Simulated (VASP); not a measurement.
Here is a VASP 6.6.1 calculation.

File POSCAR:

```
C
1.0
    2.4699988104      0.0000000000      0.0000000000
   -1.2349994052      2.1390817171      0.0000000000
    0.0000000000      0.0000000000     25.2189500000
C
8
Direct
    0.0000000000      0.0000000000      0.2973954110
    0.6666666667      0.3333333334      0.2987416209
    0.0000000000      0.0000000000      0.4320164004
    0.3333333333      0.6666666666      0.4333626103
    0.0000000000      0.0000000000      0.5666373897
    0.6666666667      0.3333333334      0.5679835996
    0.0000000000      0.0000000000      0.7012583791
    0.3333333333      0.6666666666      0.7026045890
```

INCAR.step1

```
SYSTEM = C
PREC     = Accurate       ! precision mode
ENCUT    = 520            ! plane-wave cutoff, eV
ISMEAR   = -1             ! smearing method
SIGMA    = 0.05           ! smearing width, eV
LREAL    = .FALSE.        ! projectors in reciprocal space
LASPH    = .TRUE.         ! aspherical terms in the spheres
NELM     = 80             ! most SCF steps
LDIPOL   = .TRUE.       
IDIPOL   = 3            
DIPOL    = 0.5 0.5 0.500
NBANDS   = 26             ! bands
GGA      = PE             ! functional
ALGO     = Normal         ! electronic algorithm
EDIFF    = 1E-4           ! SCF threshold, eV
LWAVE    = .TRUE.         ! write WAVECAR
LCHARG   = .FALSE.        ! write CHGCAR
```

INCAR.step2

```
SYSTEM = C
PREC     = Accurate       ! precision mode
ENCUT    = 520            ! plane-wave cutoff, eV
EDIFF    = 1E-7           ! SCF threshold, eV
ISMEAR   = -1             ! smearing method
SIGMA    = 0.05           ! smearing width, eV
LREAL    = .FALSE.        ! projectors in reciprocal space
LASPH    = .TRUE.         ! aspherical terms in the spheres
NELM     = 80             ! most SCF steps
ALGO     = Normal         ! electronic algorithm
ISIF     = 2              ! what is computed and relaxed
LWAVE    = .FALSE.        ! write WAVECAR
LCHARG   = .TRUE.         ! write CHGCAR
LDIPOL   = .TRUE.       
IDIPOL   = 3            
DIPOL    = 0.5 0.5 0.500
METAGGA  = R2SCAN         ! meta-GGA
LMIXTAU  = .TRUE.       
LELF     = .TRUE.         ! ELF
LVHAR    = .TRUE.       
LVACPOTAV= .TRUE.       
NBANDS   = 26             ! bands
ISTART   = 1
```

The input KPOINTS:

```
regular mesh
0
G
  12 12 1
  0 0 0
```

Potentials or basis: VASP PAW PBE potentials, release 64 (C).

Launch:

```sh
$ cat potpaw_PBE.64/C/POTCAR > POTCAR
$ cp INCAR.step1 INCAR
$ mpirun -np 1 vasp_std > vasp.out
$ cp INCAR.step2 INCAR
$ mpirun -np 1 vasp_std > vasp.out
```

(1) What does it give for the largest force?

## Answers

(1) 0.612 eV/Å.

Caveat: the PAW data sets were made with another functional, which shifts forces and pressure a little.
